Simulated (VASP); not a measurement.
# Rh in VASP: further runs, part 2 of 2

VASP 6.6.1.

## 3. Single point, PBE

Contents of INCAR:

```
PREC = Accurate
ENCUT = 520
EDIFF = 1E-7
ISMEAR = 0
SIGMA = 0.15
LREAL = F
LASPH = T
NELM = 80
ALGO = Fast
ISIF = 2
LWAVE = F
LCHARG = F
GGA = PE
NBANDS = 14
```

Contents of KPOINTS:

```
Automatic mesh
0
Gamma
  16 16 16
```

Contents of POSCAR:

```
Rh
1.0
    0.0038958776      1.9064315049      1.9056561824
    1.9591261827      0.0195123525      1.8900397075
    1.9662989373      1.8979877846      0.0123395980
Rh
1
Direct
    0.0000000000      0.0000000000      0.0000000000
```

Potentials or basis: VASP PAW PBE potentials, release 64 (Rh_pv).

Launch:

```sh
$ cat potpaw_PBE.64/Rh_pv/POTCAR > POTCAR
$ mpirun -np 1 vasp_std > vasp.out
```

OUTCAR:

```text
PREC = Accurate
   ENCUT = 520
   EDIFF = 1E-7
   ISMEAR = 0
   LREAL = F
   LASPH = T
   NELM = 80
   ISIF = 2
   GGA = PE

 ion  position               nearest neighbor table
   1  0.000  0.000  0.000-

  LATTYP: Found a triclinic cell.
 ALAT       =     2.7172841787
 B/A-ratio  =     0.9920036875
 C/A-ratio  =     0.9774564469
 COS(alpha) =     0.0004136992
 COS(beta)  =     0.4851179875
 COS(gamma) =     0.4941469335

  Lattice vectors:

 A1 = (  -1.9552303051,   1.8869191524,   0.0156164749)
 A2 = (   0.0038958776,   1.9064315049,   1.9056561824)
 A3 = (   0.0071727546,   1.8784754321,  -1.8777001095)

Analysis of symmetry for initial positions (statically):
=====================================================================
 Subroutine PRICEL returns:
 Original cell was already a primitive cell.

 Routine SETGRP: Setting up the symmetry group for a
 triclinic supercell.

 Subroutine GETGRP returns: Found  2 space group operations
 (whereof  2 operations were pure point group operations)
 out of a pool of  2 trial point group operations.

The static configuration has the point symmetry S_2 .

Analysis of symmetry for dynamics (positions and initial velocities):
=====================================================================
 Subroutine PRICEL returns:
 Original cell was already a primitive cell.

 Routine SETGRP: Setting up the symmetry group for a
 triclinic supercell.

 Subroutine GETGRP returns: Found  2 space group operations
 (whereof  2 operations were pure point group operations)
 out of a pool of  2 trial point group operations.

The dynamic configuration has the point symmetry S_2 .

 Subroutine INISYM returns: Found  2 space group operations
 (whereof  2 operations are pure point group operations),
 and found     1 'primitive' translations

----------------------------------------------------------------------------------------

                                     Primitive cell

  volume of cell :      14.0378

  direct lattice vectors                    reciprocal lattice vectors
     0.003895878  1.906431505  1.905656182    -0.255525882  0.263018255  0.262150757
     1.959126183  0.019512352  1.890039707     0.255978662 -0.266924369  0.266509652
     1.966298937  1.897987785  0.012339598     0.254031058  0.265429546 -0.266056872

  length of vectors
     2.695555925  2.722279601  2.732918112     0.450771669  0.455852047  0.453619754

  position of ions in fractional coordinates (direct lattice)
     0.000000000  0.000000000  0.000000000

  ion indices of the primitive-cell ions
   primitive index   ion index
                 1           1

----------------------------------------------------------------------------------------

 KPOINTS: Automatic mesh

Automatic generation of k-mesh.
 Grid dimensions read from file:
 generate k-points for:   16   16   16

 Generating k-lattice:

  Cartesian coordinates                     Fractional coordinates (reciprocal lattice)
    -0.015970368  0.016438641  0.016384422     0.062500000 -0.000000000 -0.000000000
     0.015998666 -0.016682773  0.016656853    -0.000000000  0.062500000 -0.000000000
     0.015876941  0.016589347 -0.016628554     0.000000000  0.000000000  0.062500000

  Length of vectors
     0.028173229  0.028490753  0.028351235

  Shift w.r.t. Gamma in fractional coordinates (k-lattice)
     0.000000000  0.000000000  0.000000000

 Subroutine IBZKPT returns following result:
 ===========================================

 Found   2052 irreducible k-points:

 Following reciprocal coordinates:
            Coordinates               Weight
  0.000000  0.000000  0.000000      1.000000
  0.062500  0.000000 -0.000000      2.000000
  0.125000  0.000000 -0.000000      2.000000
  0.187500  0.000000  0.000000      2.000000
  0.250000  0.000000 -0.000000      2.000000
  0.312500  0.000000 -0.000000      2.000000
[... 16 lines left out ...]
 -0.187500  0.062500 -0.000000      2.000000
 -0.125000  0.062500  0.000000      2.000000
 [... further k-points ...]
   k-points           NKPTS =   2052   k-points in BZ     NKDIM =   2052   number of bands    NBANDS=     14
   number of dos      NEDOS =    301   number of ions     NIONS =      1
   total plane-waves  NPLWV =   8000
   dimension x,y,z NGX =    20 NGY =   20 NGZ =   20
   dimension x,y,z NGXF=    40 NGYF=   40 NGZF=   40
   ions per type =               1
   NGX,Y,Z   is equivalent  to a cutoff of  12.33, 12.21, 12.17 a.u.
   NGXF,Y,Z  is equivalent  to a cutoff of  24.67, 24.43, 24.33 a.u.
 SYSTEM =  unknown system
   PREC   = accura    normal or accurate (medium, high low for compatibility)
   ISTART =      0    job   : 0-new  1-cont  2-samecut
   ICHARG =      2    charge: 1-file 2-atom 10-const
   ISPIN  =      1    spin polarized calculation?
   LNONCOLLINEAR =      F non collinear calculations
   LSORBIT =      F    spin-orbit coupling
   LASPH  =      T    aspherical Exc in radial PAW
   ENCUT  =  520.0 eV  38.22 Ry    6.18 a.u.   5.01  5.06  5.08*2*pi/ulx,y,z
   NELM   =     80;   NELMIN=  2; NELMDL= -5     # of ELM steps
   EDIFF  = 0.1E-06   stopping-criterion for ELM
   LREAL  =      F    real-space projection
   EDIFFG = 0.1E-05   stopping-criterion for IOM
   NSW    =      0    number of steps for IOM
   IBRION =     -1    ionic relax: 0-MD 1-quasi-New 2-CG
   NFREE  =      0    steps in history (QN), initial steepest desc. (CG)
   ISIF   =      2    stress and relaxation
   ISYM   =      2    0-nonsym 1-usesym 2-fastsym
   POTIM  = 0.5000    time-step for ionic-motion
   TEBEG  =    0.0;   TEEND  =   0.0 temperature during run
   PSTRESS=    0.0 pullay stress
   NELECT =      15.0000    total number of electrons
   NUPDOWN=      -1.0000    fix difference up-down
   EMIN   =  10.00;   EMAX   =-10.00  energy-range for DOS
   EFERMI =   0.00;   METHOD = LEGACY
   ISMEAR =     0;   SIGMA  =   0.15  broadening in eV -4-tet -1-fermi 0-gaus
   EFERMI_NEDOS =   21; number of points for ismear=-14 and -15
   IALGO  =     68    algorithm
   IMIX   =      4    mixing-type and parameters
     AMIX     =   0.40;   BMIX     =  1.00
     AMIX_MAG =   1.60;   BMIX_MAG =  1.00
  volume/ion in A,a.u.               =      14.04        94.73
  Fermi-wavevector in a.u.,A,eV,Ry     =   1.673678  3.162792 38.112598  2.801197
  Thomas-Fermi vector in A             =   2.758607
   LORBIT       =      0    0 simple, 1 ext, 2 COOP (PROOUT), +10 PAW based schemes
   GGA     = PE    functional components
   LHFCALC =     F    Hartree Fock is set to
   AEXX    =    0.0000 exact exchange contribution
   IVDW    =     0    specifies the selected vdW correction
   LEPSILON=     F    determine dielectric tensor
   LRPA    =     F    only Hartree local field effects (RPA)
 non-spin polarized calculation
 RMM-DIIS sequential band-by-band and
 Gauss-broadening in eV      SIGMA  =   0.15
  energy-cutoff  :      520.00
  volume of cell :       14.04
 maximum number of plane-waves:       389
   NGX =  9   NGY = 11   NGZ = 11

 number of electron      15.0000001 magnetization

 Free energy of the ion-electron system (eV)
  ---------------------------------------------------
  ext. energy  EPLUGINS =         0.00000000
  ---------------------------------------------------
  free energy    TOTEN  =        -7.25554961 eV

  energy without entropy =       -7.23878904  energy(sigma->0) =       -7.24716933

 E-fermi :  11.5171     XC(G=0): -13.8966

 val. band max:       11.5163932527   @ k =   0.0000   0.3125   0.1875
 cond. band min:      11.5173836626   @ k =   0.3750   0.4375   0.3125
 fundamental gap:      0.0009904099
 Fermi energy:        11.5170613471

 k-point     1 :       0.0000    0.0000    0.0000
  band No.  band energies     occupation
      1     -34.8239      2.00000
      2     -34.8098      2.00000
      3     -34.8031      2.00000
      4       3.7207      2.00000
      5       8.2896      2.00000
      6       8.5953      2.00000
      7       8.7749      2.00000
      8      10.3340      2.00000
      9      10.7914      2.00000
     10      27.5527      0.00000
     11      32.1278      0.00000
     12      32.1848      0.00000
     13      32.9967      0.00000
     14      33.4881      0.00000
[... 377 lines left out ...]
      1     -34.9602      2.00000
      2     -34.8469      2.00000
      3     -34.8283      2.00000
      4       4.6267      2.00000
      5       8.1131      2.00000
      6       8.7451      2.00000
      7       9.0829      2.00000
      8      10.1152      2.00000
      9      10.7822      2.00000
     10      28.6630      0.00000
     11      29.6962      0.00000
     12      32.1286      0.00000
     13      33.4286      0.00000
     14      34.4697      0.00000

 [... further k-points ...]

------------------------ aborting loop because EDIFF is reached ----------------------------------------

  FORCE on cell =-STRESS in cart. coord.  units (eV):
  Direction    XX          YY          ZZ          XY          YZ          ZX
  --------------------------------------------------------------------------------------
  -------------------------------------------------------------------------------------
  Total       -0.4346989      0.2927450      0.2990025     -0.0877797     -0.2674488      0.0272220
  in kB      -49.6133797     33.4117876     34.1259769    -10.0185427    -30.5246663      3.1069272
  external PRESSURE =       5.9747949 kB  Pullay stress =       0.0000000 kB

 VOLUME and BASIS-vectors are now :
 -----------------------------------------------------------------------------
  energy-cutoff  :      520.00
  volume of cell :       14.04
      direct lattice vectors                 reciprocal lattice vectors
     0.003895878  1.906431505  1.905656182    -0.255525882  0.263018255  0.262150757
     1.959126183  0.019512352  1.890039707     0.255978662 -0.266924369  0.266509652
     1.966298937  1.897987785  0.012339598     0.254031058  0.265429546 -0.266056872

 POSITION                                       TOTAL-FORCE (eV/Angst)
 -----------------------------------------------------------------------------------
      0.00000      0.00000      0.00000         0.000000      0.000000     -0.000000
 -----------------------------------------------------------------------------------
    total drift:                                0.000000      0.000000      0.000000

  FREE ENERGIE OF THE ION-ELECTRON SYSTEM (eV)
  ---------------------------------------------------
  free  energy   TOTEN  =        -7.2555496126 eV

  energy  without entropy=       -7.2387890399  energy(sigma->0) =       -7.24716933
```

stdout:

```text
POSCAR found type information on POSCAR Rh
 POSCAR found :  1 types and       1 ions
 scaLAPACK will be used
 LDA part: xc-table for (Slater+PW92), standard interpolation
 POSCAR, INCAR and KPOINTS ok, starting setup
 FFT: planning ... GRIDC
 FFT: planning ... GRID_SOFT
 FFT: planning ... GRID
 WAVECAR not read
 entering main loop
WARNING in EDDRMM: call to ZHEGV failed, returncode =   6  3     13
WARNING in EDDRMM: call to ZHEGV failed, returncode =   6  3     14
WARNING in EDDRMM: call to ZHEGV failed, returncode =   8  4     14
WARNING in EDDRMM: call to ZHEGV failed, returncode =   8  4     13
WARNING in EDDRMM: call to ZHEGV failed, returncode =   8  4     14
WARNING in EDDRMM: call to ZHEGV failed, returncode =   8  4     13
WARNING in EDDRMM: call to ZHEGV failed, returncode =   8  4     13
WARNING in EDDRMM: call to ZHEGV failed, returncode =   8  4     14
WARNING in EDDRMM: call to ZHEGV failed, returncode =   8  4     13
WARNING in EDDRMM: call to ZHEGV failed, returncode =   6  3     13
WARNING in EDDRMM: call to ZHEGV failed, returncode =   8  4     12
WARNING in EDDRMM: call to ZHEGV failed, returncode =   8  4     14
WARNING in EDDRMM: call to ZHEGV failed, returncode =   8  4     14
WARNING in EDDRMM: call to ZHEGV failed, returncode =   6  3     14
WARNING in EDDRMM: call to ZHEGV failed, returncode =   8  4     14
WARNING in EDDRMM: call to ZHEGV failed, returncode =   6  3     13
WARNING in EDDRMM: call to ZHEGV failed, returncode =   6  3     13
WARNING in EDDRMM: call to ZHEGV failed, returncode =   8  4     13
```

Wall time 8.3 min (1 thread of Intel Xeon 8259CL, shared host); peak memory 0.45 GiB.

Results:

```yaml
Free_energy: -7.2555 eV
Pressure: 0.6 GPa
Band_gap_on_the_k_mesh: zero (an odd number of electrons rules out a gap without spin polarisation)
```

Levels at points of the mesh, in eV from the Fermi level:
```csv
k point,band 5,band 6,band 7,band 8,band 9,band 10
"(0.00, 0.00, 0.00)",-3.23,-2.92,-2.74,-1.18,-0.73,16.04
"(0.50, 0.00, 0.00)",-3.32,-2.75,0.50,0.60,0.71,8.36
"(0.00, 0.50, 0.00)",-3.18,-2.93,0.46,0.70,0.88,8.62
"(0.50, 0.50, 0.00)",-5.75,0.50,0.80,1.14,3.51,12.36
"(0.00, 0.00, 0.50)",-3.13,-2.95,0.42,0.70,0.81,8.51
"(0.50, 0.00, 0.50)",-5.75,0.50,0.80,1.14,3.50,12.35
"(0.00, 0.50, 0.50)",-5.74,0.56,0.94,0.94,2.76,11.37
"(0.50, 0.50, 0.50)",-3.29,-2.76,0.49,0.60,0.68,8.30
```
